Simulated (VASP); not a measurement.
# Be4Se (Pm-3m) in VASP: notebook

Be4Se is run at these levels: PBE; tasks: relaxation of cell and atoms, single point.

All numbers are computed with VASP 6.6.1; they aren't measurements. Logs are shortened: lines on timing, memory, paths and dates and some standing lists are left out, and cuts for length are marked.

## 1. The cell of the first run

The structure is cubic, space group Pm-3m (No. 221). Conventional cell: a = 3.980 Å, b = 3.980 Å, c = 3.980 Å, α = 90.00°, β = 90.00°, γ = 90.00°. Be (site symmetry m-3m) has 6 Be at 1.99 Å within 2.6 Å. Within 2.6 Å of Be (site symmetry 4/mmm) lie 2 Be at 1.99 Å. Se (site symmetry m-3m) has 20 Be at 2.81 to 3.45 Å within 3.7 Å.

## 2. Relaxation of cell and atoms, PBE

File INCAR:

```
SYSTEM = Be4Se
ALGO = Normal
EDIFF = 1E-6
EDIFFG = -0.04
ENCUT = 600
GGA = PE
IBRION = 2
ISIF = 3
ISMEAR = 0
LASPH = .True.
LCHARG = .False.
LREAL = .False.
LWAVE = .False.
NELM = 100
NSW = 90
PREC = Accurate
SIGMA = 0.1
```

File KPOINTS:

```
k-points
0
Gamma
  4 4 4
  0 0 0
```

File POSCAR:

```
Be4Se
1.0
    3.9797468500      0.0000000000      0.0000000000
    0.0000000000      3.9797468500      0.0000000000
    0.0000000000      0.0000000000      3.9797468500
Be Se
4 1
Direct
    0.0000000000      0.0000000000      0.0000000000
    0.5000000000      0.0000000000      0.0000000000
    0.0000000000      0.5000000000      0.0000000000
    0.0000000000      0.0000000000      0.5000000000
    0.5000000000      0.5000000000      0.5000000000
```

Potentials or basis: VASP PAW PBE potentials, release 64 (Be, Se).

On the command line:

```sh
cat potpaw_PBE.64/Be/POTCAR potpaw_PBE.64/Se/POTCAR > POTCAR
mpirun -np 1 vasp_std > vasp.out
```

OUTCAR:

```text
SYSTEM = Be4Se
   EDIFF = 1E-6
   EDIFFG = -0.04
   ENCUT = 600
   GGA = PE
   IBRION = 2
   ISIF = 3
   ISMEAR = 0
   LASPH = .True.
   LREAL = .False.
   NELM = 100
   NSW = 90
   PREC = Accurate

 ion  position               nearest neighbor table
   1  0.000  0.000  0.000-   2 1.99   3 1.99   4 1.99   4 1.99   3 1.99   2 1.99
   2  0.500  0.000  0.000-   1 1.99   1 1.99
   3  0.000  0.500  0.000-   1 1.99   1 1.99
   4  0.000  0.000  0.500-   1 1.99   1 1.99
   5  0.500  0.500  0.500-

  LATTYP: Found a simple cubic cell.
 ALAT       =     3.9797468500

  Lattice vectors:

 A1 = (   3.9797468500,   0.0000000000,   0.0000000000)
 A2 = (   0.0000000000,   3.9797468500,   0.0000000000)
 A3 = (   0.0000000000,   0.0000000000,   3.9797468500)

Analysis of symmetry for initial positions (statically):
=====================================================================
 Subroutine PRICEL returns:
 Original cell was already a primitive cell.

 Routine SETGRP: Setting up the symmetry group for a
 simple cubic supercell.

 Subroutine GETGRP returns: Found 48 space group operations
 (whereof 48 operations were pure point group operations)
 out of a pool of 48 trial point group operations.

The static configuration has the point symmetry O_h .

Analysis of symmetry for dynamics (positions and initial velocities):
=====================================================================
 Subroutine PRICEL returns:
 Original cell was already a primitive cell.

 Routine SETGRP: Setting up the symmetry group for a
 simple cubic supercell.

 Subroutine GETGRP returns: Found 48 space group operations
 (whereof 48 operations were pure point group operations)
 out of a pool of 48 trial point group operations.

The dynamic configuration has the point symmetry O_h .

 Subroutine INISYM returns: Found 48 space group operations
 (whereof 48 operations are pure point group operations),
 and found     1 'primitive' translations

----------------------------------------------------------------------------------------

                                     Primitive cell

  volume of cell :      63.0328

  direct lattice vectors                    reciprocal lattice vectors
     3.979746850  0.000000000  0.000000000     0.251272264  0.000000000  0.000000000
     0.000000000  3.979746850  0.000000000     0.000000000  0.251272264  0.000000000
     0.000000000  0.000000000  3.979746850     0.000000000  0.000000000  0.251272264

  length of vectors
     3.979746850  3.979746850  3.979746850     0.251272264  0.251272264  0.251272264

  position of ions in fractional coordinates (direct lattice)
     0.000000000  0.000000000  0.000000000
     0.500000000  0.000000000  0.000000000
     0.000000000  0.500000000  0.000000000
     0.000000000  0.000000000  0.500000000
     0.500000000  0.500000000  0.500000000

  ion indices of the primitive-cell ions
   primitive index   ion index
                 1           1
                 2           2
                 3           3
                 4           4
                 5           5

----------------------------------------------------------------------------------------

 KPOINTS: k-points

Automatic generation of k-mesh.
 Grid dimensions read from file:
 generate k-points for:    4    4    4

 Generating k-lattice:

  Cartesian coordinates                     Fractional coordinates (reciprocal lattice)
     0.062818066  0.000000000  0.000000000     0.250000000  0.000000000  0.000000000
[... 60 lines left out ...]
   EFERMI_NEDOS =   21; number of points for ismear=-14 and -15
   IALGO  =     38    algorithm
   IMIX   =      4    mixing-type and parameters
     AMIX     =   0.40;   BMIX     =  1.00
     AMIX_MAG =   1.60;   BMIX_MAG =  1.00
  volume/ion in A,a.u.               =      12.61        85.07
  Fermi-wavevector in a.u.,A,eV,Ry     =   0.991430  1.873531 13.373622  0.982933
  Thomas-Fermi vector in A             =   2.123171
   LORBIT       =      0    0 simple, 1 ext, 2 COOP (PROOUT), +10 PAW based schemes
   GGA     = PE    functional components
   LHFCALC =     F    Hartree Fock is set to
   AEXX    =    0.0000 exact exchange contribution
   IVDW    =     0    specifies the selected vdW correction
   LEPSILON=     F    determine dielectric tensor
   LRPA    =     F    only Hartree local field effects (RPA)
 conjugate gradient relaxation of ions
 non-spin polarized calculation
 Gauss-broadening in eV      SIGMA  =   0.10
  energy-cutoff  :      600.00
  volume of cell :       63.03
 maximum number of plane-waves:      2176
 NGX is ok and might be reduce to    32
   NGX = 15   NGY = 15   NGZ = 15

--------------------------------------- Ionic step        1  -------------------------------------------

 number of electron      13.9999999 magnetization

 Free energy of the ion-electron system (eV)
  ---------------------------------------------------
  ext. energy  EPLUGINS =         0.00000000
  ---------------------------------------------------
  free energy    TOTEN  =       -14.84274935 eV

  energy without entropy =      -14.81192134  energy(sigma->0) =      -14.82733534

------------------------ aborting loop because EDIFF is reached ----------------------------------------

  FORCE on cell =-STRESS in cart. coord.  units (eV):
  Direction    XX          YY          ZZ          XY          YZ          ZX
  --------------------------------------------------------------------------------------
  -------------------------------------------------------------------------------------
  Total       -0.5180589     -0.5180589     -0.5180589      0.0000000      0.0000000     -0.0000000
  in kB      -13.1681078    -13.1681078    -13.1681078      0.0000000      0.0000000     -0.0000000
  external PRESSURE =     -13.1681078 kB  Pullay stress =       0.0000000 kB

 VOLUME and BASIS-vectors are now :
 -----------------------------------------------------------------------------
  energy-cutoff  :      600.00
  volume of cell :       63.03
      direct lattice vectors                 reciprocal lattice vectors
     3.979746850  0.000000000  0.000000000     0.251272264  0.000000000  0.000000000
     0.000000000  3.979746850  0.000000000     0.000000000  0.251272264  0.000000000
     0.000000000  0.000000000  3.979746850     0.000000000  0.000000000  0.251272264

 POSITION                                       TOTAL-FORCE (eV/Angst)
 -----------------------------------------------------------------------------------
      0.00000      0.00000      0.00000         0.000000      0.000000      0.000000
      1.98987      0.00000      0.00000         0.000000      0.000000      0.000000
      0.00000      1.98987      0.00000         0.000000      0.000000      0.000000
      0.00000      0.00000      1.98987         0.000000      0.000000      0.000000
      1.98987      1.98987      1.98987         0.000000      0.000000      0.000000
 -----------------------------------------------------------------------------------
    total drift:                                0.000000      0.000000     -0.000000

  FREE ENERGIE OF THE ION-ELECTRON SYSTEM (eV)
  ---------------------------------------------------
  free  energy   TOTEN  =       -14.8427493464 eV

  energy  without entropy=      -14.8119213366  energy(sigma->0) =      -14.82733534

--------------------------------------- Ionic step        2  -------------------------------------------

 number of electron      14.0000000 magnetization

 Free energy of the ion-electron system (eV)
  ---------------------------------------------------
  ext. energy  EPLUGINS =         0.00000000
  ---------------------------------------------------
  free energy    TOTEN  =       -14.84766792 eV

  energy without entropy =      -14.81861025  energy(sigma->0) =      -14.83313908

 E-fermi :   4.9019     XC(G=0):  -9.9251

 val. band max:        4.8990616715   @ k =   0.5000   0.2500   0.2500
 cond. band min:       4.9083276904   @ k =   0.2500   0.0000   0.0000
 fundamental gap:      0.0092660189
 Fermi energy:         4.9018734851

 k-point     1 :       0.0000    0.0000    0.0000
  band No.  band energies     occupation
      1      -9.3092      2.00000
      2      -0.5450      2.00000
      3       0.6447      2.00000
      4       0.6447      2.00000
      5       0.6447      2.00000
      6       5.7613      0.00000
      7       5.7614      0.00000
      8       5.7614      0.00000
      9       5.9363      0.00000
     10       5.9363      0.00000
     11      10.6482      0.00000
[... 113 lines left out ...]
 k-point    10 :       0.5000    0.5000    0.5000
  band No.  band energies     occupation
      1      -8.0921      2.00000
      2      -0.4132      2.00000
      3      -0.4132      2.00000
      4      -0.4132      2.00000
      5       0.2167      2.00000
      6       1.9809      2.00000
      7       1.9809      2.00000
      8       1.9809      2.00000
      9      11.0164      0.00000
     10      11.0164      0.00000
     11      11.0164      0.00000

------------------------ aborting loop because EDIFF is reached ----------------------------------------

  FORCE on cell =-STRESS in cart. coord.  units (eV):
  Direction    XX          YY          ZZ          XY          YZ          ZX
  --------------------------------------------------------------------------------------
  -------------------------------------------------------------------------------------
  Total       -0.1293297     -0.1293297     -0.1293297     -0.0000000     -0.0000000      0.0000000
  in kB       -3.3371154     -3.3371154     -3.3371154     -0.0000000     -0.0000000      0.0000000
  external PRESSURE =      -3.3371154 kB  Pullay stress =       0.0000000 kB

 VOLUME and BASIS-vectors are now :
 -----------------------------------------------------------------------------
  energy-cutoff  :      600.00
  volume of cell :       62.09
      direct lattice vectors                 reciprocal lattice vectors
     3.959854057 -0.000000000 -0.000000000     0.252534560 -0.000000000  0.000000000
     0.000000000  3.959854057 -0.000000000     0.000000000  0.252534560  0.000000000
    -0.000000000  0.000000000  3.959854057     0.000000000  0.000000000  0.252534560

 POSITION                                       TOTAL-FORCE (eV/Angst)
 -----------------------------------------------------------------------------------
      0.00000      0.00000      0.00000        -0.000000      0.000000      0.000000
      1.97993     -0.00000     -0.00000        -0.000000      0.000000      0.000000
      0.00000      1.97993     -0.00000        -0.000000      0.000000      0.000000
     -0.00000      0.00000      1.97993        -0.000000      0.000000      0.000000
      1.97993      1.97993      1.97993         0.000000      0.000000      0.000000
 -----------------------------------------------------------------------------------
    total drift:                                0.000000      0.000000     -0.000000

  FREE ENERGIE OF THE ION-ELECTRON SYSTEM (eV)
  ---------------------------------------------------
  free  energy   TOTEN  =       -14.8476679176 eV

  energy  without entropy=      -14.8186102507  energy(sigma->0) =      -14.83313908

 reached required accuracy - stopping structural energy minimisation
```

Wall time 12 s (1 thread of Intel Xeon Platinum 8259CL at 2.50GHz (Skylake/Cascade Lake), shared host); peak memory 0.18 GiB.

What came out:

| Property | Result |
| --- | --- |
| Free energy | -14.8477 eV |
| Relaxed volume | 12.42 Å³/atom |
| Relaxed cell | a = 3.960 Å, b = 3.960 Å, c = 3.960 Å, α = 90.00°, β = 90.00°, γ = 90.00° |
| Space group after relaxing (to 0.05 Å) | Pm-3m (No. 221) |
| Energy gained by relaxing | 1.0 meV/atom |
| Ionic steps | 2 |
| Pressure after relaxing | -0.3 GPa |
| Band gap on the k mesh | zero (band 7 reaches 5.76 eV, above the bottom of band 8 at 1.98 eV) |

The path:
```tsv
step	energy change (eV)	largest force (eV/Å)	pressure (GPa)	volume (Å³)
1	0.0000	0.0000	-1.32	63.03
2	-0.0049	0.0000	-0.33	62.09
```

Final structure:
```xyz
5
Lattice="3.9599 0.0000 0.0000 0.0000 3.9599 0.0000 0.0000 0.0000 3.9599" Properties=species:S:1:pos:R:3 pbc="T T T"
Be    0.0000    0.0000    0.0000
Be    1.9799    0.0000    0.0000
Be    0.0000    1.9799    0.0000
Be    0.0000    0.0000    1.9799
Se    1.9799    1.9799    1.9799
```

Caveat: the k points lie up to 0.40 Å⁻¹ apart in the final cell.

## 3. Single point, PBE

This run uses another cell than the first one, of 12.46 Å³/atom, 0.988 times its volume.

File INCAR:

```
SYSTEM = Be4Se
PREC = Accurate
ENCUT = 520
EDIFF = 1E-6
ISMEAR = 0
SIGMA = 0.1
LREAL = .FALSE.
LASPH = .TRUE.
NELM = 80
ALGO = Normal
ISIF = 2
LWAVE = .FALSE.
LCHARG = .FALSE.
GGA = PE
NBANDS = 15
```

File KPOINTS:

```
Automatic mesh
0
G
  10 10 10
  0 0 0
```

POSCAR, as its differences from that of step 2:

```diff
@@ -2,5 +2,5 @@
 1.0
-    3.9797468500      0.0000000000      0.0000000000
-    0.0000000000      3.9797468500      0.0000000000
-    0.0000000000      0.0000000000      3.9797468500
+    3.9638048155      0.0000000000      0.0000000000
+    0.0000000000      3.9638048155      0.0000000000
+    0.0000000000      0.0000000000      3.9638048155
 Be Se
```

Potentials or basis: VASP PAW PBE potentials, release 64 (Be, Se).

On the command line:

```sh
cat potpaw_PBE.64/Be/POTCAR potpaw_PBE.64/Se/POTCAR > POTCAR
mpirun -np 1 vasp_std > vasp.out
```

Wall time 35 s (1 thread of Intel Xeon Platinum 8259CL at 2.50GHz (Skylake/Cascade Lake), shared host); peak memory 0.19 GiB.

The run converged. Its results:

```
Free energy            : -14.9097 eV
Pressure               : 0.1 GPa
Band gap on the k mesh : zero (band 7 reaches 5.72 eV, above the bottom of band 8 at 1.94 eV)
```

Levels at points of the mesh, in eV from the Fermi level:
| k point | band 5 | band 6 | band 7 | band 8 | band 9 | band 10 |
| --- | --- | --- | --- | --- | --- | --- |
| (0.00, 0.00, 0.00) | -4.30 | 0.79 | 0.79 | 0.79 | 0.97 | 0.97 |
| (0.50, 0.00, 0.00) | -2.82 | -1.58 | -1.58 | -0.99 | 1.87 | 3.36 |
| (0.50, 0.50, 0.00) | -2.04 | -0.45 | 0.34 | 1.19 | 1.19 | 2.38 |
| (0.50, 0.50, 0.50) | -4.77 | -2.99 | -2.99 | -2.99 | 6.04 | 6.04 |

## 4. Relaxation of cell and atoms, PBE

This run uses another cell than the first one, of 12.40 Å³/atom, 0.984 times its volume.

File INCAR:

```
  PREC = Accurate
  ENCUT = 600
  EDIFF = 1E-7
  ISMEAR = 0
  SIGMA = 0.1
  LREAL = F
  LASPH = T
  NELM = 80
  ALGO = Normal
  ISIF = 3
  LWAVE = F
  LCHARG = F
  GGA = PE
  IBRION = 2
  NSW = 100
  EDIFFG = -0.01
```

File KPOINTS:

```
Automatic mesh
0
Gamma
  10 10 10
```

POSCAR, as its differences from that of step 3:

```diff
@@ -2,5 +2,5 @@
 1.0
-    3.9638048155      0.0000000000      0.0000000000
-    0.0000000000      3.9638048155      0.0000000000
-    0.0000000000      0.0000000000      3.9638048155
+    3.9579943823      0.0000000000      0.0000000000
+    0.0000000000      3.9579943823      0.0000000000
+    0.0000000000      0.0000000000      3.9579943823
 Be Se
```

On the command line:

```sh
cat potpaw_PBE.64/Be/POTCAR potpaw_PBE.64/Se/POTCAR > POTCAR
mpirun -np 1 vasp_std > vasp.out
```

It took 40 s on 1 thread of Intel Xeon Platinum 8259CL at 2.50GHz (Skylake/Cascade Lake), shared host; peak memory 0.21 GiB.

It converged, with:

- Free energy: -14.9098 eV
- Relaxed volume: 12.46 Å³/atom
- Relaxed cell: a = 3.964 Å, b = 3.964 Å, c = 3.964 Å, α = 90.00°, β = 90.00°, γ = 90.00°
- Space group after relaxing (to 0.05 Å): Pm-3m (No. 221)
- Energy gained by relaxing: 0.1 meV/atom
- Ionic steps: 2
- Pressure after relaxing: 0.1 GPa
- Band gap on the k mesh: zero (band 7 reaches 5.72 eV, above the bottom of band 8 at 1.95 eV)

The path:
```csv
step,energy change (eV),largest force (eV/Å),pressure (GPa),volume (Å³)
1,0.0000,0.0000,0.39,62.00
2,-0.0004,0.0000,0.07,62.28
```

Final structure:
```
CELL_PARAMETERS angstrom
3.96378 0.00000 0.00000
0.00000 3.96378 0.00000
0.00000 0.00000 3.96378
ATOMIC_POSITIONS crystal
Be 0.00000 0.00000 0.00000
Be 0.50000 0.00000 0.00000
Be 0.00000 0.50000 0.00000
Be 0.00000 0.00000 0.50000
Se 0.50000 0.50000 0.50000
```

Levels at points of the mesh, in eV from the Fermi level:
| k point | band 3 | band 4 | band 5 | band 6 | band 7 | band 8 | band 9 | band 10 | band 11 |
| --- | --- | --- | --- | --- | --- | --- | --- | --- | --- |
| (0.00, 0.00, 0.00) | -4.30 | -4.30 | -4.30 | 0.79 | 0.79 | 0.79 | 0.97 | 0.97 | 5.67 |
| (0.50, 0.00, 0.00) | -2.99 | -2.82 | -2.82 | -1.58 | -1.58 | -0.99 | 1.86 | 3.36 | 5.61 |
| (0.50, 0.50, 0.00) | -6.46 | -5.74 | -2.04 | -0.45 | 0.34 | 1.19 | 1.19 | 2.38 | 2.38 |
| (0.50, 0.50, 0.50) | -5.35 | -5.35 | -4.77 | -2.99 | -2.99 | -2.99 | 6.04 | 6.04 | 6.04 |

## 5. Overview

| task | cell | k mesh | cutoff (eV) | gap on the mesh (eV) | pressure (GPa) | relaxed volume (Å³/atom) |
| --- | --- | --- | --- | --- | --- | --- |
| relaxation of cell and atoms | relaxed from a = 3.980 Å, 5 atoms | 4 × 4 × 4 | 600 | none | -0.3 | 12.42 |
| single point | a = 3.964 Å, 5 atoms | 10 × 10 × 10 | 520 | none | 0.1 | - |
| relaxation of cell and atoms | relaxed from a = 3.958 Å, 5 atoms | 10 × 10 × 10 | 600 | none | 0.1 | 12.46 |

Alike in all rows: level PBE; potentials or basis VASP PAW PBE potentials, release 64 (Be, Se); no spin polarisation; smearing gaussian 0.1 eV.

Caveats: some runs use coarse meshes.

Absolute energies hang on the potentials; compare differences alone.
